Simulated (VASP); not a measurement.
# PbSe in VASP: notebook

The runs below take PbSe through electric field gradients, with PBEsol.

Everything below comes from runs of VASP 6.6.1. Logs are shortened: lines on timing, memory, paths and dates and some standing lists are left out, and cuts for length are marked.

## (1) The cell of the first run

It takes space group R-3m (No. 166, trigonal). The conventional cell has a = 4.352 Å, b = 4.352 Å, c = 10.502 Å, α = 90.00°, β = 90.00°, γ = 120.00°. Within 4.0 Å of Pb (site symmetry -3m) lie 6 Se at 3.06 Å. Se (site symmetry -3m) has 6 Pb at 3.06 Å within 4.0 Å.

## (2) Electric field gradients, PBEsol (equal xy, yz and zx shear strains of -1 %)

INCAR reads:

```
SYSTEM = PbSe
PREC = Accurate ; ENCUT = 520
EDIFF = 1E-8 ; ISMEAR = -1
SIGMA = 0.01 ; LREAL = .FALSE.
LASPH = .TRUE. ; NELM = 80
ALGO = Normal ; ISIF = 2
LWAVE = .FALSE. ; LCHARG = .FALSE.
GGA = PS ; LEFG = .TRUE.
NBANDS = 17
```

KPOINTS reads:

```
Automatic mesh
0
G
  9 9 9
  0 0 0
```

POSCAR reads:

```
PbSe
1.0
   -0.0306215000      3.0468392500      3.0468392500
    3.0468392500     -0.0306215000      3.0468392500
    3.0468392500      3.0468392500     -0.0306215000
Pb Se
1 1
Direct
    0.0000000000      0.0000000000      0.0000000000
    0.5000000000      0.5000000000      0.5000000000
```

Potentials or basis: VASP PAW PBE potentials, release 64 (Pb_d, Se).

On the command line:

```bash
cat potpaw_PBE.64/Pb_d/POTCAR potpaw_PBE.64/Se/POTCAR > POTCAR
mpirun -np 1 vasp_std > vasp.out
```

OUTCAR:

```text
SYSTEM = PbSe
   PREC = Accurate
   ENCUT = 520
   EDIFF = 1E-8
   ISMEAR = -1
   LREAL = .FALSE.
   LASPH = .TRUE.
   NELM = 80
   ISIF = 2
   GGA = PS

 ion  position               nearest neighbor table
   1  0.000  0.000  0.000-   2 3.06   2 3.06   2 3.06   2 3.06   2 3.06   2 3.06
   2  0.500  0.500  0.500-   1 3.06   1 3.06   1 3.06   1 3.06   1 3.06   1 3.06

  LATTYP: Found a trigonal (rhomboedric) cell.
 ALAT       =     4.3089901957
 COS(alpha) =     0.4899250057

  Lattice vectors:

 A1 = (  -0.0306215000,   3.0468392500,   3.0468392500)
 A2 = (   3.0468392500,  -0.0306215000,   3.0468392500)
 A3 = (   3.0468392500,   3.0468392500,  -0.0306215000)

Analysis of symmetry for initial positions (statically):
=====================================================================
 Subroutine PRICEL returns:
 Original cell was already a primitive cell.

 Routine SETGRP: Setting up the symmetry group for a
 trigonal (rhombohedral) supercell.

 Subroutine GETGRP returns: Found 12 space group operations
 (whereof 12 operations were pure point group operations)
 out of a pool of 12 trial point group operations.

The static configuration has the point symmetry D_3d.

Analysis of symmetry for dynamics (positions and initial velocities):
=====================================================================
 Subroutine PRICEL returns:
 Original cell was already a primitive cell.

 Routine SETGRP: Setting up the symmetry group for a
 trigonal (rhombohedral) supercell.

 Subroutine GETGRP returns: Found 12 space group operations
 (whereof 12 operations were pure point group operations)
 out of a pool of 12 trial point group operations.

The dynamic configuration has the point symmetry D_3d.

 Subroutine INISYM returns: Found 12 space group operations
 (whereof 12 operations are pure point group operations),
 and found     1 'primitive' translations

----------------------------------------------------------------------------------------

                                     Primitive cell

  volume of cell :      57.4218

  direct lattice vectors                    reciprocal lattice vectors
    -0.030621500  3.046839250  3.046839250    -0.161651045  0.163292173  0.163292173
[... 126 lines left out ...]
  ---------------------------------------------------
  ext. energy  EPLUGINS =         0.00000000
  ---------------------------------------------------
  free energy    TOTEN  =        -8.91581256 eV

  energy without entropy =       -8.91581256  energy(sigma->0) =       -8.91581256

 E-fermi :   4.9598     XC(G=0):  -9.7132

 val. band max:        4.7101198318   @ k =   0.4444  -0.0000  -0.0000
 cond. band min:       5.2676639861   @ k =   0.4444   0.4444   0.4444
 fundamental gap:      0.5575441543
 Fermi energy:         4.9598466823

 k-point     1 :       0.0000    0.0000    0.0000
  band No.  band energies     occupation
      1     -11.8527      2.00000
      2     -11.8527      2.00000
      3     -11.8516      2.00000
      4     -11.8470      2.00000
      5     -11.8470      2.00000
      6      -8.7015      2.00000
[... 457 lines left out ...]
      4     -11.8077      2.00000
      5     -11.8057      2.00000
      6      -7.3118      2.00000
[... 9 lines left out ...]
     16      16.2850      0.00000
     17      17.3629      0.00000

 [... further k-points ...]

------------------------ aborting loop because EDIFF is reached ----------------------------------------

  FORCE on cell =-STRESS in cart. coord.  units (eV):
  Direction    XX          YY          ZZ          XY          YZ          ZX
  --------------------------------------------------------------------------------------
  -------------------------------------------------------------------------------------
  Total       -0.2087390     -0.2087390     -0.2087390      0.0619838      0.0619838      0.0619838
  in kB       -5.8242173     -5.8242173     -5.8242173      1.7294671      1.7294671      1.7294671
  external PRESSURE =      -5.8242173 kB  Pullay stress =       0.0000000 kB

 VOLUME and BASIS-vectors are now :
 -----------------------------------------------------------------------------
  energy-cutoff  :      520.00
  volume of cell :       57.42
      direct lattice vectors                 reciprocal lattice vectors
    -0.030621500  3.046839250  3.046839250    -0.161651045  0.163292173  0.163292173
     3.046839250 -0.030621500  3.046839250     0.163292173 -0.161651045  0.163292173
     3.046839250  3.046839250 -0.030621500     0.163292173  0.163292173 -0.161651045

 POSITION                                       TOTAL-FORCE (eV/Angst)
 -----------------------------------------------------------------------------------
      0.00000      0.00000      0.00000         0.000000      0.000000     -0.000000
      3.03153      3.03153      3.03153        -0.000000     -0.000000      0.000000
 -----------------------------------------------------------------------------------
    total drift:                                0.000000     -0.000000     -0.000000

  FREE ENERGIE OF THE ION-ELECTRON SYSTEM (eV)
  ---------------------------------------------------
  free  energy   TOTEN  =        -8.9158125568 eV

  energy  without entropy=       -8.9158125568  energy(sigma->0) =       -8.91581256

 Electric field gradients (V/A^2)
---------------------------------------------------------------------
 ion       V_xx      V_yy      V_zz      V_xy      V_xz      V_yz
---------------------------------------------------------------------
   1      -0.000     0.000     0.000     1.051     1.051     1.051
   2       0.000    -0.000     0.000    -3.397    -3.397    -3.397
---------------------------------------------------------------------

 Electric field gradients after diagonalization (V/A^2)
 (convention: |V_zz| > |V_xx| > |V_yy|)
----------------------------------------------------------------------
 ion       V_xx      V_yy      V_zz     asymmetry (V_yy - V_xx)/ V_zz
----------------------------------------------------------------------
   1      -1.051    -1.051     2.103       0.000
   2       3.397     3.397    -6.794       0.000
----------------------------------------------------------------------

           NMR quadrupolar parameters

 Cq : quadrupolar parameter    Cq=e*Q*V_zz/h
 eta: asymmetry parameters     (V_yy - V_xx)/ V_zz
 Q  : nuclear electric quadrupole moment in mb (millibarn)
----------------------------------------------------------------------
 ion       Cq(MHz)       eta       Q (mb)
----------------------------------------------------------------------
   1       0.005       0.000       1.000
   2      -0.016       0.000       1.000
----------------------------------------------------------------------
```

OSZICAR:

```text
N       E                     dE             d eps       ncg     rms          rms(c)
DAV:   1     0.155061662000E+03    0.15506E+03   -0.94984E+03  2898   0.120E+03
DAV:   2     0.236780700293E+01   -0.15269E+03   -0.14708E+03  3058   0.309E+02
DAV:   3    -0.890910686957E+01   -0.11277E+02   -0.11168E+02  3667   0.883E+01
DAV:   4    -0.917421322107E+01   -0.26511E+00   -0.26485E+00  3629   0.149E+01
DAV:   5    -0.918287303527E+01   -0.86598E-02   -0.86594E-02  4079   0.265E+00    0.266E+00
DAV:   6    -0.892265711354E+01    0.26022E+00   -0.64189E-01  4406   0.581E+00    0.150E+00
DAV:   7    -0.891547981604E+01    0.71773E-02   -0.10014E-01  3620   0.158E+00    0.797E-01
DAV:   8    -0.891614519501E+01   -0.66538E-03   -0.10259E-02  3572   0.109E+00    0.134E-01
DAV:   9    -0.891579121436E+01    0.35398E-03   -0.23279E-03  4464   0.441E-01    0.459E-02
DAV:  10    -0.891581318425E+01   -0.21970E-04   -0.15591E-04  3354   0.718E-02    0.161E-02
DAV:  11    -0.891581264248E+01    0.54178E-06   -0.26909E-05  3987   0.505E-02    0.527E-03
DAV:  12    -0.891581255377E+01    0.88707E-07   -0.17427E-06  3862   0.145E-02    0.991E-04
DAV:  13    -0.891581255684E+01   -0.30745E-08   -0.71453E-08  3916   0.328E-03
   1 F= -.89158126E+01 E0= -.89158126E+01  d E =-.611083E-13
```

It took 22 s on 1 thread of Intel Xeon 6975P-C (Granite Rapids), shared host; peak memory 0.23 GiB.

Results:

```yaml
Free_energy: -8.9158 eV
Pressure: -0.6 GPa
Band_gap_on_the_k_mesh: 0.56 eV, indirect (least direct gap 0.63 eV)
```

Electric field gradients, principal values (V/Å²):
```
atom   least  middle  greatest (by size)
1 Pb  -1.051  -1.051               2.103
2 Se   3.397   3.397              -6.794
```

Caveat: the cell differs from its parent crystal (equal xy, yz and zx shear strains of -1 %); without QUAD_EFG the Cq values of the log hold for a quadrupole moment of 1 mb, not for the nuclei; the PAW data sets were made with another functional, which shifts forces and pressure a little; spin-orbit coupling is left out, which moves the levels of the heavy elements. A k mesh can miss the band edges.

## (3) Electric field gradients, PBEsol (equal xy, yz and zx shear strains of +2 %)

INCAR reads:

```
SYSTEM = PbSe
PREC = Accurate
ENCUT = 520
EDIFF = 1E-8
ISMEAR = -1
SIGMA = 0.01
LREAL = .FALSE.
LASPH = .TRUE.
NELM = 100
ALGO = Normal
ISIF = 2
LWAVE = .FALSE.
LCHARG = .FALSE.
GGA = PS
LEFG = .TRUE.
NBANDS = 17
```

KPOINTS is that of step 2.

POSCAR reads:

```
PbSe
1.0
    0.0612430000      3.0927715000      3.0927715000
    3.0927715000      0.0612430000      3.0927715000
    3.0927715000      3.0927715000      0.0612430000
Pb Se
1 1
Direct
    0.0000000000      0.0000000000      0.0000000000
    0.5000000000      0.5000000000      0.5000000000
```

Potentials or basis: VASP PAW PBE potentials, release 64 (Pb_d, Se).

On the command line:

```bash
cat potpaw_PBE.64/Pb_d/POTCAR potpaw_PBE.64/Se/POTCAR > POTCAR
mpirun -np 1 vasp_std > vasp.out
```

OUTCAR:

```text
SYSTEM = PbSe
   PREC = Accurate
   ENCUT = 520
   EDIFF = 1E-8
   ISMEAR = -1
   LREAL = .FALSE.
   LASPH = .TRUE.
   NELM = 100
   ISIF = 2
   GGA = PS

 ion  position               nearest neighbor table
   1  0.000  0.000  0.000-   2 3.06   2 3.06   2 3.06   2 3.06   2 3.06   2 3.06
   2  0.500  0.500  0.500-   1 3.06   1 3.06   1 3.06   1 3.06   1 3.06   1 3.06

  LATTYP: Found a trigonal (rhomboedric) cell.
 ALAT       =     4.3742681454
 COS(alpha) =     0.5197000882

  Lattice vectors:

 A1 = (   0.0612430000,   3.0927715000,   3.0927715000)
 A2 = (   3.0927715000,   0.0612430000,   3.0927715000)
 A3 = (   3.0927715000,   3.0927715000,   0.0612430000)

Analysis of symmetry for initial positions (statically):
=====================================================================
 Subroutine PRICEL returns:
 Original cell was already a primitive cell.

 Routine SETGRP: Setting up the symmetry group for a
 trigonal (rhombohedral) supercell.

[... 670 lines left out ...]
     0.061243000  3.092771500  3.092771500    -0.166550293  0.163316307  0.163316307
     3.092771500  0.061243000  3.092771500     0.163316307 -0.166550293  0.163316307
     3.092771500  3.092771500  0.061243000     0.163316307  0.163316307 -0.166550293

 POSITION                                       TOTAL-FORCE (eV/Angst)
 -----------------------------------------------------------------------------------
      0.00000      0.00000      0.00000         0.000000     -0.000000      0.000000
      3.12339      3.12339      3.12339        -0.000000      0.000000     -0.000000
 -----------------------------------------------------------------------------------
    total drift:                               -0.000000      0.000000      0.000000

  FREE ENERGIE OF THE ION-ELECTRON SYSTEM (eV)
  ---------------------------------------------------
  free  energy   TOTEN  =        -8.9129406353 eV

  energy  without entropy=       -8.9129406353  energy(sigma->0) =       -8.91294064

 Electric field gradients (V/A^2)
---------------------------------------------------------------------
 ion       V_xx      V_yy      V_zz      V_xy      V_xz      V_yz
---------------------------------------------------------------------
   1      -0.000    -0.000    -0.000    -1.872    -1.872    -1.872
   2       0.000    -0.000     0.000     6.807     6.807     6.807
---------------------------------------------------------------------

 Electric field gradients after diagonalization (V/A^2)
 (convention: |V_zz| > |V_xx| > |V_yy|)
----------------------------------------------------------------------
 ion       V_xx      V_yy      V_zz     asymmetry (V_yy - V_xx)/ V_zz
----------------------------------------------------------------------
   1       1.872     1.872    -3.743       0.000
   2      -6.807    -6.807    13.615       0.000
----------------------------------------------------------------------

           NMR quadrupolar parameters

 Cq : quadrupolar parameter    Cq=e*Q*V_zz/h
 eta: asymmetry parameters     (V_yy - V_xx)/ V_zz
 Q  : nuclear electric quadrupole moment in mb (millibarn)
----------------------------------------------------------------------
 ion       Cq(MHz)       eta       Q (mb)
----------------------------------------------------------------------
   1      -0.009       0.000       1.000
   2       0.033       0.000       1.000
----------------------------------------------------------------------
```

Wall time 33 s (1 thread of Intel Xeon 6975P-C (Granite Rapids), shared host); peak memory 0.25 GiB.

Results:

```
Free energy            : -8.9129 eV
Pressure               : -0.6 GPa
Band gap on the k mesh : 0.48 eV, indirect (least direct gap 0.63 eV)
```

Stress tensor (GPa, compression positive):
```
-0.58 -0.37 -0.37
-0.37 -0.58 -0.37
-0.37 -0.37 -0.58
```

Electric field gradients, principal values (V/Å²):
| atom | least | middle | greatest (by size) |
| --- | --- | --- | --- |
| 1 Pb | 1.872 | 1.872 | -3.743 |
| 2 Se | -6.807 | -6.807 | 13.615 |

Caveat: the cell differs from its parent crystal (equal xy, yz and zx shear strains of +2 %); without QUAD_EFG the Cq values of the log hold for a quadrupole moment of 1 mb, not for the nuclei; the PAW data sets were made with another functional, which shifts forces and pressure a little; spin-orbit coupling is left out, which moves the levels of the heavy elements. A k mesh can miss the band edges.

[end of part 1 of 2]
